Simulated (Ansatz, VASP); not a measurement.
**Two plane-wave programs on HgTe**

```
Hg Te
1.0
     4.64260    0.00000    0.00000
    -2.32130    4.02061    0.00000
     0.00000    0.00000    7.62450
Hg Te
2 2
Cartesian
  0.0000 2.6804 0.0038
  2.3213 1.3402 3.8160
  0.0000 2.6804 2.8554
  2.3213 1.3402 6.6676
```

Alike in both runs: task single point; functional PBE; k mesh 6 × 6 × 4; occupations fermi-dirac, width 0.02 eV; no spin polarisation.

```csv
,VASP,Ansatz
version,VASP 6.6.1,Ansatz 0.2.0
potentials or method,"VASP PAW PBE potentials, release 64 (Hg, Te)","plane waves, PAW"
plane-wave cutoff (eV),520,420
valence electrons in the cell,36,72
```

```csv
,VASP,Ansatz,Ansatz less VASP
pressure (GPa),1.4,1.3,-0.06
```

VASP's potentials hold 36 valence electrons a cell and Ansatz's 72, so a difference there can come from the potentials and not from the codes.

Spin-orbit coupling is off throughout.
